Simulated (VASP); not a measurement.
# Sn (I4_1/amd) in VASP: further runs

Sn is run at these levels: PBE+D4; tasks: single point.

Everything below comes from runs of VASP 6.6.1. Logs are shortened: lines on timing, memory, paths and dates and some standing lists are left out, and cuts for length are marked.

## (1) The cell of the first run

Symmetry: I4_1/amd, No. 141, tetragonal system. The conventional cell has a = 5.679 Å, b = 5.679 Å, c = 3.100 Å, α = 90.00°, β = 90.00°, γ = 90.00°. Sn (site symmetry -4m2) has 10 Sn at 2.94 to 3.67 Å within 3.9 Å.

## (2) Single point, PBE+D4

Contents of INCAR:

```
SYSTEM = Sn
ALGO     = Normal         ! electronic algorithm
EDIFF    = 1E-7           ! SCF threshold, eV
ENCUT    = 520            ! plane-wave cutoff, eV
GGA      = PE             ! functional
ISIF     = 2              ! what is computed and relaxed
ISMEAR   = -1             ! smearing method
IVDW     = 13             ! dispersion correction
LASPH    = .True.         ! aspherical terms in the spheres
LCHARG   = .False.        ! write CHGCAR
LREAL    = .False.        ! projectors in reciprocal space
LWAVE    = .False.        ! write WAVECAR
NBANDS   = 21             ! bands
NELM     = 80             ! most SCF steps
PREC     = Accurate       ! precision mode
SIGMA    = 0.1            ! smearing width, eV
```

Contents of KPOINTS:

```
k-points
0
Gamma
  10 10 10
  0 0 0
```

Contents of POSCAR:

```
Sn
1.0
   -2.8396092406      2.8396092406      1.5501120712
    2.8396092406     -2.8396092406      1.5501120712
    2.8396092406      2.8396092406     -1.5501120712
Sn
2
Direct
    0.0000000000      0.0000000000      0.0000000000
    0.7500000000      0.2500000000      0.5000000000
```

Potentials or basis: VASP PAW PBE potentials, release 64 (Sn_d).

Launch:

```console
> cat potpaw_PBE.64/Sn_d/POTCAR > POTCAR
> mpirun -np 1 vasp_std > vasp.out
```

OUTCAR:

```text
SYSTEM = Sn
   EDIFF = 1E-7
   ENCUT = 520
   GGA = PE
   ISIF = 2
   ISMEAR = -1
   IVDW = 13
   LASPH = .True.
   LREAL = .False.
   NELM = 80
   PREC = Accurate

 ion  position               nearest neighbor table
   1  0.000  0.000  0.000-   2 2.94   2 2.94   2 2.94   2 2.94   2 3.67   2 3.67   2 3.67   2 3.67

   2  0.750  0.250  0.500-   1 2.94   1 2.94   1 2.94   1 2.94   1 3.67   1 3.67   1 3.67   1 3.67

  LATTYP: Found a body centered tetragonal cell.
 ALAT       =     5.6792184812
 C/A-ratio  =     0.5458892192

  Lattice vectors:

 A1 = (  -2.8396092406,   2.8396092406,   1.5501120712)
 A2 = (   2.8396092406,  -2.8396092406,   1.5501120712)
 A3 = (   2.8396092406,   2.8396092406,  -1.5501120712)

Analysis of symmetry for initial positions (statically):
=====================================================================
 Subroutine PRICEL returns:
 Original cell was already a primitive cell.

 Routine SETGRP: Setting up the symmetry group for a
 body centered tetragonal supercell.

 Subroutine GETGRP returns: Found 16 space group operations
 (whereof  8 operations were pure point group operations)
 out of a pool of 16 trial point group operations.

The static configuration has the point symmetry D_2d.
 The point group associated with its full space group is D_4h.

Analysis of symmetry for dynamics (positions and initial velocities):
=====================================================================
 Subroutine PRICEL returns:
 Original cell was already a primitive cell.

 Routine SETGRP: Setting up the symmetry group for a
 body centered tetragonal supercell.

 Subroutine GETGRP returns: Found 16 space group operations
 (whereof  8 operations were pure point group operations)
 out of a pool of 16 trial point group operations.

The dynamic configuration has the point symmetry D_2d.
 The point group associated with its full space group is D_4h.

 Subroutine INISYM returns: Found 16 space group operations
 (whereof  8 operations are pure point group operations),
 and found     1 'primitive' translations

----------------------------------------------------------------------------------------

                                     Primitive cell

  volume of cell :      49.9966

  direct lattice vectors                    reciprocal lattice vectors
    -2.839609241  2.839609241  1.550112071     0.000000000  0.176080565  0.322557323
     2.839609241 -2.839609241  1.550112071     0.176080565  0.000000000  0.322557323
     2.839609241  2.839609241 -1.550112071     0.176080565  0.176080565  0.000000000

  length of vectors
[... 81 lines left out ...]
   NELM   =     80;   NELMIN=  2; NELMDL= -5     # of ELM steps
   EDIFF  = 0.1E-06   stopping-criterion for ELM
   LREAL  =      F    real-space projection
   EDIFFG = 0.1E-05   stopping-criterion for IOM
   NSW    =      0    number of steps for IOM
   IBRION =     -1    ionic relax: 0-MD 1-quasi-New 2-CG
   NFREE  =      0    steps in history (QN), initial steepest desc. (CG)
   ISIF   =      2    stress and relaxation
   ISYM   =      2    0-nonsym 1-usesym 2-fastsym
   POTIM  = 0.5000    time-step for ionic-motion
   TEBEG  =    0.0;   TEEND  =   0.0 temperature during run
   PSTRESS=    0.0 pullay stress
   NELECT =      28.0000    total number of electrons
   NUPDOWN=      -1.0000    fix difference up-down
   EMIN   =  10.00;   EMAX   =-10.00  energy-range for DOS
   EFERMI =   0.00;   METHOD = LEGACY
   ISMEAR =    -1;   SIGMA  =   0.10  broadening in eV -4-tet -1-fermi 0-gaus
   EFERMI_NEDOS =   21; number of points for ismear=-14 and -15
   IALGO  =     38    algorithm
   IMIX   =      4    mixing-type and parameters
     AMIX     =   0.40;   BMIX     =  1.00
     AMIX_MAG =   1.60;   BMIX_MAG =  1.00
  volume/ion in A,a.u.               =      25.00       168.70
  Fermi-wavevector in a.u.,A,eV,Ry     =   1.349421  2.550036 24.775348  1.820937
  Thomas-Fermi vector in A             =   2.477009
   LORBIT       =      0    0 simple, 1 ext, 2 COOP (PROOUT), +10 PAW based schemes
   GGA     = PE    functional components
   LHFCALC =     F    Hartree Fock is set to
   AEXX    =    0.0000 exact exchange contribution
   IVDW    =    13    specifies the selected vdW correction
   LEPSILON=     F    determine dielectric tensor
   LRPA    =     F    only Hartree local field effects (RPA)
 non-spin polarized calculation
  energy-cutoff  :      520.00
  volume of cell :       50.00
 maximum number of plane-waves:      1370
   NGX = 17   NGY = 17   NGZ = 17

 number of electron      28.0000008 magnetization

 Free energy of the ion-electron system (eV)
  ---------------------------------------------------
  ext. energy  EPLUGINS =         0.00000000
  ---------------------------------------------------
  free energy    TOTEN  =        -7.46689651 eV

  energy without entropy =       -7.43942458  energy(sigma->0) =       -7.45316055

 E-fermi :   9.0739     XC(G=0): -10.6975

 val. band max:        9.0628016939   @ k =   0.1000   0.1000   0.1000
 cond. band min:       9.1099380648   @ k =  -0.2000   0.3000   0.2000
 fundamental gap:      0.0471363708
 Fermi energy:         9.0739052808

 k-point     1 :       0.0000    0.0000    0.0000
  band No.  band energies     occupation
      1     -12.7647      2.00000
      2     -12.6494      2.00000
      3     -12.6115      2.00000
      4     -12.5850      2.00000
      5     -12.3941      2.00000
      6     -12.3941      2.00000
[... 565 lines left out ...]
     20      18.5838      0.00000
     21      19.3737      0.00000

 [... further k-points ...]

------------------------ aborting loop because EDIFF is reached ----------------------------------------

  DFT-D4 for vdW energy calculation

  Edisp (eV):   -0.92211

  FORCE on cell =-STRESS in cart. coord.  units (eV):
  Direction    XX          YY          ZZ          XY          YZ          ZX
  --------------------------------------------------------------------------------------
  -------------------------------------------------------------------------------------
  Total       1.86399     1.86399     1.46646     0.00000     0.00000     0.00000
  in kB      59.73307    59.73307    46.99389     0.00000     0.00000     0.00000
  external pressure =       55.49 kB  Pullay stress =        0.00 kB

 VOLUME and BASIS-vectors are now :
 -----------------------------------------------------------------------------
  energy-cutoff  :      520.00
  volume of cell :       50.00
      direct lattice vectors                 reciprocal lattice vectors
    -2.839609241  2.839609241  1.550112071     0.000000000  0.176080565  0.322557323
     2.839609241 -2.839609241  1.550112071     0.176080565  0.000000000  0.322557323
     2.839609241  2.839609241 -1.550112071     0.176080565  0.176080565  0.000000000

 POSITION                                       TOTAL-FORCE (eV/Angst)
 -----------------------------------------------------------------------------------
      0.00000      0.00000      0.00000        -0.000000      0.000000      0.000000
     -0.00000      2.83961      0.77506         0.000000     -0.000000     -0.000000
 -----------------------------------------------------------------------------------
    total drift:                                0.000000     -0.000000      0.000000

  FREE ENERGIE OF THE ION-ELECTRON SYSTEM (eV)
  ---------------------------------------------------
  free  energy   TOTEN  =        -8.3890081527 eV

  energy  without entropy=       -8.3615362257  energy(sigma->0) =       -8.37527219
```

It took 92 s on 1 thread of Intel Xeon 8259CL, shared host; peak memory 0.23 GiB.

Results:

- Free energy: -8.3890 eV
- Pressure: 5.5 GPa
- Band gap on the k mesh: zero (bands 14 and 15 overlap by 4.28 eV)
- Dispersion energy per atom: -0.461 eV

Caveat: the cell stands under pressure; spin-orbit coupling is left out, which moves the levels of the heavy elements.

## (3) Single point, PBE+D4

This run uses another cell than the first one, of 25.72 Å³/atom.

Contents of INCAR:

```
SYSTEM = Sn
PREC = Accurate ; ENCUT = 520
EDIFF = 1E-6 ; ISMEAR = -1
SIGMA = 0.1 ; LREAL = .FALSE.
LASPH = .TRUE. ; NELM = 60
ALGO = Normal ; ISIF = 2
LWAVE = .FALSE. ; LCHARG = .TRUE.
GGA = PE ; IVDW = 13
LELF = .TRUE. ; LVHAR = .TRUE.
NBANDS = 21
```

Contents of KPOINTS:

```
Automatic mesh
0
G
  10 10 10
  0 0 0
```

Contents of POSCAR:

```
Sn
1.0
   -2.8667841859      2.8667841859      1.5649465809
    2.8667841859     -2.8667841859      1.5649465809
    2.8667841859      2.8667841859     -1.5649465809
Sn
2
Direct
    0.0000000000      0.0000000000      0.0000000000
    0.7500000000      0.2500000000      0.5000000000
```

Potentials or basis: VASP PAW PBE potentials, release 64 (Sn_d).

Launch:

```console
> cat potpaw_PBE.64/Sn_d/POTCAR > POTCAR
> mpirun -np 1 vasp_std > vasp.out
```

Wall time 1.8 min (1 thread of Intel Xeon 8259CL, shared host); peak memory 0.23 GiB.

Results (log left out):

```yaml
Free_energy: -8.4299 eV
Pressure: 3.4 GPa
Band_gap_on_the_k_mesh: zero (bands 14 and 15 overlap by 4.14 eV)
Dispersion_energy_per_atom: -0.449 eV
```

Stress tensor (GPa, compression positive):
```
3.77 0.00 0.00
0.00 3.77 0.00
0.00 0.00 2.60
```

Levels at points of the mesh, in eV from the Fermi level:
```csv
k point,band 11,band 12,band 13,band 14,band 15,band 16,band 17,band 18
"(0.00, 0.00, 0.00)",-11.58,-3.48,-2.15,-2.15,2.86,6.48,6.48,7.16
"(0.50, 0.00, 0.00)",-7.09,-5.63,-2.30,-1.86,-1.29,2.15,2.95,4.92
"(0.50, 0.50, 0.00)",-9.22,-9.22,0.56,0.56,1.67,1.67,6.18,6.18
"(0.50, 0.50, 0.50)",-7.72,-7.72,-5.16,-5.16,5.15,5.15,9.93,9.93
```

Caveat: the cell stands under pressure; spin-orbit coupling is left out, which moves the levels of the heavy elements.

## (4) Single point, PBE+D4

This run uses another cell than the first one, of 26.45 Å³/atom.

Contents of INCAR:

```
PREC = Accurate
ENCUT = 520
EDIFF = 1E-6
ISMEAR = -1
SIGMA = 0.1
LREAL = False
LASPH = True
NELM = 80
ALGO = Normal
ISIF = 2
LWAVE = False
LCHARG = False
GGA = PE
IVDW = 13
NBANDS = 21
```

Contents of KPOINTS:

```
Automatic mesh
0
Gamma
  10 10 10
```

Contents of POSCAR:

```
Sn
1.0
   -2.8934534773      2.8934534773      1.5795050596
    2.8934534773     -2.8934534773      1.5795050596
    2.8934534773      2.8934534773     -1.5795050596
Sn
2
Direct
    0.0000000000      0.0000000000      0.0000000000
    0.7500000000      0.2500000000      0.5000000000
```

Launch:

```console
> cat potpaw_PBE.64/Sn_d/POTCAR > POTCAR
> mpirun -np 1 vasp_std > vasp.out
```

Wall time 2.7 min (1 thread of Intel Xeon 8259CL, shared host); peak memory 0.25 GiB.

The run converged. Its results:

- Free energy: -8.4528 eV
- Pressure: 1.5 GPa
- Band gap on the k mesh: zero (bands 14 and 15 overlap by 4.01 eV)
- Dispersion energy per atom: -0.437 eV

Stress tensor (GPa, compression positive):
```
1.91 0.00 0.00
0.00 1.91 0.00
0.00 0.00 0.83
```

Levels at points of the mesh, in eV from the Fermi level:
```
           k point  band 12  band 13  band 14  band 15  band 16  band 17
(0.00, 0.00, 0.00)    -3.57    -2.07    -2.07     2.91     6.34     6.34
(0.50, 0.00, 0.00)    -5.53    -2.32    -1.79    -1.23     2.19     2.89
(0.50, 0.50, 0.00)    -9.06     0.57     0.57     1.62     1.62     6.06
(0.50, 0.50, 0.50)    -7.64    -4.99    -4.99     5.06     5.06     9.65
```

Caveat: spin-orbit coupling is left out, which moves the levels of the heavy elements.

## (5) Single point, PBE+D4

This run uses another cell than the first one, of 27.17 Å³/atom.

Contents of INCAR:

```
SYSTEM = Sn
PREC = Accurate ; ENCUT = 520
EDIFF = 1E-7 ; ISMEAR = -1
SIGMA = 0.1 ; LREAL = .False.
LASPH = .True. ; NELM = 80
ALGO = Normal ; ISIF = 2
LWAVE = .False. ; LCHARG = .False.
GGA = PE ; IVDW = 13
NBANDS = 21
```

Contents of KPOINTS:

```
regular mesh
0
Gamma
  10 10 10
  0 0 0
```

Contents of POSCAR:

```
Sn
1.0
   -2.9196400000      2.9196400000      1.5938000000
    2.9196400000     -2.9196400000      1.5938000000
    2.9196400000      2.9196400000     -1.5938000000
Sn
2
Direct
    0.0000000000      0.0000000000      0.0000000000
    0.7500000000      0.2500000000      0.5000000000
```

Launch:

```console
> cat potpaw_PBE.64/Sn_d/POTCAR > POTCAR
> mpirun -np 1 vasp_std > vasp.out
```

It took 2.7 min on 1 thread of Intel Xeon 8259CL, shared host; peak memory 0.26 GiB.

Results (log left out):

```yaml
Free_energy: -8.4605 eV
Pressure: 0.0 GPa
Band_gap_on_the_k_mesh: zero (bands 14 and 15 overlap by 3.88 eV)
Dispersion_energy_per_atom: -0.427 eV
```

Stress tensor (GPa, compression positive):
```
 0.35  0.00  0.00
 0.00  0.35  0.00
 0.00  0.00 -0.65
```

Levels at points of the mesh, in eV from the Fermi level:
```csv
k point,band 10,band 11,band 12,band 13,band 14,band 15,band 16,band 17,band 18,band 19
"(0.00, 0.00, 0.00)",-21.19,-11.15,-3.65,-2.00,-2.00,2.95,6.21,6.21,6.78,6.88
"(0.50, 0.00, 0.00)",-21.26,-6.96,-5.43,-2.34,-1.72,-1.18,2.22,2.82,4.66,7.17
"(0.50, 0.50, 0.00)",-21.32,-8.91,-8.91,0.57,0.57,1.57,1.57,5.95,5.95,9.47
"(0.50, 0.50, 0.50)",-21.38,-7.57,-7.57,-4.83,-4.83,4.97,4.97,9.38,9.38,12.55
```

Caveat: spin-orbit coupling is left out, which moves the levels of the heavy elements.

(Continued in part 2 of 2.)
